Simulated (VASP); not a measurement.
A run of VASP 6.6.1:

File INCAR:

```
PREC     = Accurate       # precision mode
ENCUT    = 520            # plane-wave cutoff, eV
EDIFF    = 1E-6           # SCF threshold, eV
ISMEAR   = 0              # smearing method
SIGMA    = 0.1            # smearing width, eV
LREAL    = Auto         
LASPH    = T              # aspherical terms in the spheres
NELM     = 80             # most SCF steps
ALGO     = Normal         # electronic algorithm
ISIF     = 2              # what is computed and relaxed
LWAVE    = F              # write WAVECAR
LCHARG   = T              # write CHGCAR
LDIPOL   = T            
IDIPOL   = 3            
DIPOL    = 0.5 0.5 0.321
GGA      = PE             # functional
LELF     = T              # ELF
LVHAR    = T            
LVACPOTAV= T            
NBANDS   = 114            # bands
```

KPOINTS

```
Automatic mesh
0
Gamma
  4 4 1
```

POSCAR

```
Zr12HC12
1.0
    6.6589726739      0.0000000000      0.0000000000
    0.0000000000      6.6589726739      0.0000000000
    0.0000000000      0.0000000000     20.1141117803
Zr C H
12 12 1
Direct
    0.0000000000      0.0000000000      0.1988653560
    0.0000000000      0.5000000000      0.1988653560
    0.5000000000      0.0000000000      0.1988653560
    0.5000000000      0.5000000000      0.1988653560
    0.2500000000      0.2500000000      0.3124377509
    0.2500000000      0.7500000000      0.3124377509
    0.7500000000      0.2500000000      0.3124377509
    0.7500000000      0.7500000000      0.3124377509
    0.0000000000      0.0000000000      0.4247693893
    0.0000000000      0.5000000000      0.4247693893
    0.5000000000      0.0000000000      0.4247693893
    0.5000000000      0.5000000000      0.4247693893
    0.2500000000      0.2500000000      0.1988653560
    0.2500000000      0.7500000000      0.1988653560
    0.7500000000      0.2500000000      0.1988653560
    0.7500000000      0.7500000000      0.1988653560
    0.0000000000      0.0000000000      0.3121361490
    0.0000000000      0.5000000000      0.3121361490
    0.5000000000      0.0000000000      0.3121361490
    0.5000000000      0.5000000000      0.3121361490
    0.2500000000      0.2500000000      0.4282621015
    0.2500000000      0.7500000000      0.4282621015
    0.7500000000      0.2500000000      0.4282621015
    0.7500000000      0.7500000000      0.4282621015
    0.5000000000      0.5000000000      0.5239350020
```

Potentials or basis: VASP PAW PBE potentials, release 64 (Zr_sv, C, H).

Run with:

```bash
$ cat potpaw_PBE.64/Zr_sv/POTCAR potpaw_PBE.64/C/POTCAR potpaw_PBE.64/H/POTCAR > POTCAR
$ mpirun -np 1 vasp_std > vasp.out
```

Hardware: 1 thread of Intel(R) Xeon(R) Platinum 8259CL CPU @ 2.50GHz (Skylake/Cascade Lake), with other jobs on the host.

Task: How long does it take, and how much memory?

Result: It took 26 min on 1 thread of Intel(R) Xeon(R) Platinum 8259CL CPU @ 2.50GHz (Skylake/Cascade Lake), with other jobs on the host, peak memory 0.97 GiB. Counts: scf iterations 30, k points 6.
